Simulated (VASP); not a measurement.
Runs of VASP 6.6.1 on NaGeCl3. The structure is that of space group Pm-3m (No. 221), or close to it. The cells are those of the table. 

```csv
level,cell,smearing,gap on the mesh (eV),pressure (GPa)
PBE,"a = 5.061 Å, 5 atoms",fermi-dirac 0.02 eV,0.20,3.0
r2SCAN,"a = 5.191 Å, 5 atoms",gaussian 0.01 eV,(a),-0.3
PBE,"a = 5.399 Å, 5 atoms",fermi-dirac 0.02 eV,(b),-2.2
PBE,"a = 5.191 Å, 5 atoms",fermi-dirac 0.02 eV,0.67,0.5
r2SCAN,"a = 5.399 Å, 5 atoms",gaussian 0.01 eV,1.41,-2.9
r2SCAN,"a = 5.061 Å, 5 atoms",gaussian 0.01 eV,0.28,2.1
PBE,"a = 5.269, b = 5.191, c = 5.191 Å, 5 atoms",fermi-dirac 0.02 eV,0.67,0.1
```

Alike in all rows: task single point; potentials or basis VASP PAW PBE potentials, release 64 (Na_pv, Ge_d, Cl); no spin polarisation; k mesh 6 × 6 × 6; cutoff (eV) 520.

Question: Estimate the missing entries.

Answer: (a) 0.78; (b) 1.25.

Caveats: the PAW data sets were made with another functional, which shifts forces and pressure a little (some runs).

A k mesh can miss the band edges, and the runs leave out spin-orbit coupling on Ge.
